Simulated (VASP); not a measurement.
# P (Cmme) in VASP: a series of runs

The runs below take P through single point, relaxation of cell and atoms, with PBE.

Everything below comes from runs of VASP 6.6.1. Logs are shortened: lines on timing, memory, paths and dates and some standing lists are left out, and cuts for length are marked.

## 1. The cell of the first run

The structure is orthorhombic, space group Cmme (No. 67). Conventional cell: a = 4.841 Å, b = 4.874 Å, c = 5.142 Å, α = 90.00°, β = 90.00°, γ = 90.00°. Within 3.3 Å of P (site symmetry mm2) lie 8 P at 2.52 to 3.17 Å. P (site symmetry 2/m) has 8 P at 2.42 to 3.17 Å within 3.2 Å.

The cell was built from a structure type or drawn by symmetry, and may not be a known phase.

## 2. Single point, PBE

INCAR

```
PREC = Accurate
ENCUT = 520
EDIFF = 1E-6
ISMEAR = 0
SIGMA = 0.1
LREAL = False
LASPH = True
NELM = 100
ALGO = Normal
ISIF = 2
LWAVE = False
LCHARG = False
GGA = PE
NBANDS = 18
```

KPOINTS

```
regular mesh
0
Gamma
  14 14 10
```

POSCAR

```
P
1.0
    2.4370900813     -2.4204878007      0.0000000000
    2.4370900813      2.4204878007      0.0000000000
    0.0000000000      0.0000000000      5.1419112320
P
4
Direct
    0.2500000000      0.7500000000      0.4316685904
    0.7500000000      0.2500000000      0.5683314096
    0.0000000000      0.5000000000      0.0000000000
    0.5000000000      0.0000000000      0.0000000000
```

Potentials or basis: VASP PAW PBE potentials, release 64 (P).

Started as:

```console
> cat potpaw_PBE.64/P/POTCAR > POTCAR
> mpirun -np 1 vasp_std > vasp.out
```

OUTCAR:

```text
PREC = Accurate
   ENCUT = 520
   EDIFF = 1E-6
   ISMEAR = 0
   LREAL = False
   LASPH = True
   NELM = 100
   ISIF = 2
   GGA = PE

 ion  position               nearest neighbor table
   1  0.250  0.750  0.432-   2 2.52   2 2.52   3 2.53   4 2.53   2 2.54   2 2.54
   2  0.750  0.250  0.568-   1 2.52   1 2.52   3 2.53   4 2.53   1 2.54   1 2.54
   3  0.000  0.500  0.000-   4 2.42   4 2.42   4 2.44   4 2.44   1 2.53   2 2.53
   4  0.500  0.000  0.000-   3 2.42   3 2.42   3 2.44   3 2.44   1 2.53   2 2.53

  LATTYP: Found a base centered orthorhombic cell.
 ALAT       =     4.8409756014
 B/A-ratio  =     1.0068590639
 C/A-ratio  =     1.0621642527

  Lattice vectors:

 A1 = (  -2.4370900813,  -2.4204878007,   0.0000000000)
 A2 = (   2.4370900813,  -2.4204878007,   0.0000000000)
 A3 = (   0.0000000000,   0.0000000000,   5.1419112320)

Analysis of symmetry for initial positions (statically):
=====================================================================
 Subroutine PRICEL returns:
 Original cell was already a primitive cell.

 Routine SETGRP: Setting up the symmetry group for a
 base centered orthorhombic supercell.

 Subroutine GETGRP returns: Found  8 space group operations
 (whereof  4 operations were pure point group operations)
 out of a pool of  8 trial point group operations.

The static configuration has the point symmetry C_2h.
 The point group associated with its full space group is D_2h.

Analysis of symmetry for dynamics (positions and initial velocities):
=====================================================================
 Subroutine PRICEL returns:
 Original cell was already a primitive cell.

 Routine SETGRP: Setting up the symmetry group for a
 base centered orthorhombic supercell.

 Subroutine GETGRP returns: Found  8 space group operations
 (whereof  4 operations were pure point group operations)
 out of a pool of  8 trial point group operations.

The dynamic configuration has the point symmetry C_2h.
 The point group associated with its full space group is D_2h.

 Subroutine INISYM returns: Found  8 space group operations
 (whereof  4 operations are pure point group operations),
 and found     1 'primitive' translations

----------------------------------------------------------------------------------------

                                     Primitive cell

  volume of cell :      60.6637

  direct lattice vectors                    reciprocal lattice vectors
     2.437090081 -2.420487801  0.000000000     0.205162708 -0.206569932  0.000000000
     2.437090081  2.420487801  0.000000000     0.205162708  0.206569932  0.000000000
     0.000000000  0.000000000  5.141911232     0.000000000  0.000000000  0.194480215

  length of vectors
     3.434846322  3.434846322  5.141911232     0.291140642  0.291140642  0.194480215

  position of ions in fractional coordinates (direct lattice)
     0.250000000  0.750000000  0.431668590
     0.750000000  0.250000000  0.568331410
     1.000000000  0.500000000  0.000000000
     0.500000000  1.000000000  0.000000000

  ion indices of the primitive-cell ions
   primitive index   ion index
                 1           1
                 2           2
                 3           3
                 4           4

----------------------------------------------------------------------------------------

 KPOINTS: regular mesh

Automatic generation of k-mesh.
 Grid dimensions read from file:
 generate k-points for:   14   14   10

 Generating k-lattice:

  Cartesian coordinates                     Fractional coordinates (reciprocal lattice)
     0.014654479 -0.014754995  0.000000000     0.071428571 -0.000000000  0.000000000
     0.014654479  0.014754995  0.000000000    -0.000000000  0.071428571  0.000000000
     0.000000000  0.000000000  0.019448021     0.000000000  0.000000000  0.100000000

  Length of vectors
     0.020795760  0.020795760  0.019448021

  Shift w.r.t. Gamma in fractional coordinates (k-lattice)
     0.000000000  0.000000000  0.000000000

 Subroutine IBZKPT returns following result:
 ===========================================

 Found    342 irreducible k-points:

 Following reciprocal coordinates:
            Coordinates               Weight
  0.000000  0.000000  0.000000      1.000000
  0.071429 -0.000000  0.000000      4.000000
  0.142857  0.000000  0.000000      4.000000
  0.214286 -0.000000  0.000000      4.000000
  0.285714 -0.000000  0.000000      4.000000
  0.357143 -0.000000  0.000000      4.000000
[... 16 lines left out ...]
  0.214286  0.142857  0.000000      4.000000
  0.285714  0.142857  0.000000      4.000000
 [... further k-points ...]
   k-points           NKPTS =    342   k-points in BZ     NKDIM =    342   number of bands    NBANDS=     18
   number of dos      NEDOS =    301   number of ions     NIONS =      4
   total plane-waves  NPLWV =  31360
   dimension x,y,z NGX =    28 NGY =   28 NGZ =   40
   dimension x,y,z NGXF=    56 NGYF=   56 NGZF=   80
   ions per type =               4
   NGX,Y,Z   is equivalent  to a cutoff of  13.55, 13.55, 12.93 a.u.
   NGXF,Y,Z  is equivalent  to a cutoff of  27.10, 27.10, 25.87 a.u.
 SYSTEM =  unknown system
   PREC   = accura    normal or accurate (medium, high low for compatibility)
   ISTART =      0    job   : 0-new  1-cont  2-samecut
   ICHARG =      2    charge: 1-file 2-atom 10-const
   ISPIN  =      1    spin polarized calculation?
   LNONCOLLINEAR =      F non collinear calculations
   LSORBIT =      F    spin-orbit coupling
   LASPH  =      T    aspherical Exc in radial PAW
   ENCUT  =  520.0 eV  38.22 Ry    6.18 a.u.   6.39  6.39  9.56*2*pi/ulx,y,z
   NELM   =    100;   NELMIN=  2; NELMDL= -5     # of ELM steps
   EDIFF  = 0.1E-05   stopping-criterion for ELM
   LREAL  =      F    real-space projection
   EDIFFG = 0.1E-04   stopping-criterion for IOM
   NSW    =      0    number of steps for IOM
   IBRION =     -1    ionic relax: 0-MD 1-quasi-New 2-CG
   NFREE  =      0    steps in history (QN), initial steepest desc. (CG)
   ISIF   =      2    stress and relaxation
   ISYM   =      2    0-nonsym 1-usesym 2-fastsym
   POTIM  = 0.5000    time-step for ionic-motion
   TEBEG  =    0.0;   TEEND  =   0.0 temperature during run
   PSTRESS=    0.0 pullay stress
   NELECT =      20.0000    total number of electrons
   NUPDOWN=      -1.0000    fix difference up-down
   EMIN   =  10.00;   EMAX   =-10.00  energy-range for DOS
   EFERMI =   0.00;   METHOD = LEGACY
   ISMEAR =     0;   SIGMA  =   0.10  broadening in eV -4-tet -1-fermi 0-gaus
   EFERMI_NEDOS =   21; number of points for ismear=-14 and -15
   IALGO  =     38    algorithm
   IMIX   =      4    mixing-type and parameters
     AMIX     =   0.40;   BMIX     =  1.00
     AMIX_MAG =   1.60;   BMIX_MAG =  1.00
  volume/ion in A,a.u.               =      15.17       102.34
  Fermi-wavevector in a.u.,A,eV,Ry     =   1.130946  2.137178 17.402376  1.279039
  Thomas-Fermi vector in A             =   2.267644
   LORBIT       =      0    0 simple, 1 ext, 2 COOP (PROOUT), +10 PAW based schemes
   GGA     = PE    functional components
   LHFCALC =     F    Hartree Fock is set to
   AEXX    =    0.0000 exact exchange contribution
   IVDW    =     0    specifies the selected vdW correction
   LEPSILON=     F    determine dielectric tensor
   LRPA    =     F    only Hartree local field effects (RPA)
 non-spin polarized calculation
 Gauss-broadening in eV      SIGMA  =   0.10
  energy-cutoff  :      520.00
  volume of cell :       60.66
 maximum number of plane-waves:      1654
 NGX is ok and might be reduce to    28
   NGX = 13   NGY = 13   NGZ = 19

 number of electron      20.0000002 magnetization

 Free energy of the ion-electron system (eV)
  ---------------------------------------------------
  ext. energy  EPLUGINS =         0.00000000
  ---------------------------------------------------
  free energy    TOTEN  =       -19.98361934 eV

  energy without entropy =      -19.97576027  energy(sigma->0) =      -19.97968980

 E-fermi :   9.1805     XC(G=0): -11.1445

 val. band max:        9.1794333490   @ k =  -0.4286   0.0714   0.1000
 cond. band min:       9.1821858017   @ k =  -0.2143   0.1429   0.1000
 fundamental gap:      0.0027524527
 Fermi energy:         9.1804724547

 k-point     1 :       0.0000    0.0000    0.0000
  band No.  band energies     occupation
      1      -7.0656      2.00000
      2      -3.2098      2.00000
      3      -0.3363      2.00000
      4       3.2175      2.00000
      5       4.1930      2.00000
      6       4.9980      2.00000
[... 10 lines left out ...]
     17      15.7189      0.00000
     18      16.0310      0.00000

 k-point     2 :       0.0714   -0.0000    0.0000
  band No.  band energies     occupation
      1      -7.0065      2.00000
      2      -3.1515      2.00000
      3      -0.3399      2.00000
      4       2.6570      2.00000
      5       4.3606      2.00000
      6       5.0461      2.00000
[... 10 lines left out ...]
     17      15.2188      0.00000
     18      15.9556      0.00000

 k-point     3 :       0.1429    0.0000    0.0000
  band No.  band energies     occupation
      1      -6.8294      2.00000
      2      -2.9770      2.00000
      3      -0.4196      2.00000
      4       1.7990      2.00000
      5       4.2627      2.00000
      6       5.1742      2.00000
[... 10 lines left out ...]
     17      14.4434      0.00000
     18      15.6322      0.00000

 k-point     4 :       0.2143   -0.0000    0.0000
  band No.  band energies     occupation
      1      -6.5350      2.00000
      2      -2.6873      2.00000
      3      -0.8101      2.00000
      4       1.2792      2.00000
      5       3.5091      2.00000
      6       5.3283      2.00000
[... 375 lines left out ...]
      4       1.7774      2.00000
      5       3.4104      2.00000
      6       4.4892      2.00000
[... 10 lines left out ...]
     17      15.0704      0.00000
     18      15.4909      0.00000

 k-point    23 :       0.2143    0.1429    0.0000
  band No.  band energies     occupation
      1      -6.2955      2.00000
      2      -2.4740      2.00000
      3      -0.9646      2.00000
      4       1.6281      2.00000
      5       3.2225      2.00000
      6       3.7069      2.00000
[... 10 lines left out ...]
     17      15.2977      0.00000
     18      16.1657      0.00000

 k-point    24 :       0.2857    0.1429    0.0000
  band No.  band energies     occupation
      1      -5.8845      2.00000
      2      -2.0825      2.00000
      3      -1.6088      2.00000
      4       1.5920      2.00000
      5       2.7936      2.00000
      6       3.4584      2.00000
[... 10 lines left out ...]
     17      15.1080      0.00000
     18      16.7088      0.00000

 [... further k-points ...]

------------------------ aborting loop because EDIFF is reached ----------------------------------------

  FORCE on cell =-STRESS in cart. coord.  units (eV):
  Direction    XX          YY          ZZ          XY          YZ          ZX
  --------------------------------------------------------------------------------------
  -------------------------------------------------------------------------------------
  Total       -0.1063137     -0.0826315     -0.0846905      0.0000000      0.0000000      0.0000000
  in kB       -2.8078290     -2.1823638     -2.2367446      0.0000000      0.0000000      0.0000000
  external PRESSURE =      -2.4089792 kB  Pullay stress =       0.0000000 kB

 VOLUME and BASIS-vectors are now :
 -----------------------------------------------------------------------------
  energy-cutoff  :      520.00
  volume of cell :       60.66
      direct lattice vectors                 reciprocal lattice vectors
     2.437090081 -2.420487801  0.000000000     0.205162708 -0.206569932  0.000000000
     2.437090081  2.420487801  0.000000000     0.205162708  0.206569932  0.000000000
     0.000000000  0.000000000  5.141911232     0.000000000  0.000000000  0.194480215

 POSITION                                       TOTAL-FORCE (eV/Angst)
 -----------------------------------------------------------------------------------
      2.43709      1.21024      2.21960        -0.000000      0.000000     -0.004614
      2.43709     -1.21024      2.92231        -0.000000      0.000000      0.004614
      1.21855      1.21024      0.00000         0.000000     -0.000000      0.000000
      1.21855     -1.21024      0.00000         0.000000      0.000000      0.000000
 -----------------------------------------------------------------------------------
    total drift:                               -0.000000      0.000000     -0.000000

  FREE ENERGIE OF THE ION-ELECTRON SYSTEM (eV)
  ---------------------------------------------------
  free  energy   TOTEN  =       -19.9836193365 eV

  energy  without entropy=      -19.9757602674  energy(sigma->0) =      -19.97968980
```

It took 1.7 min on 1 thread of Intel Xeon 6975P-C (Granite Rapids), shared host; peak memory 0.36 GiB.

Results:

| Quantity | Value |
| --- | --- |
| Free energy | -19.9836 eV |
| Pressure | -0.2 GPa |
| Largest force | 0.005 eV/Å |
| Band gap on the k mesh | zero (bands 10 and 11 overlap by 3.66 eV) |

Forces on the atoms (eV/Å):
```
P    0.000  0.000 -0.005
P    0.000  0.000  0.005
P    0.000  0.000  0.000
P    0.000  0.000  0.000
```

(Part 1 of 2 ends here.)
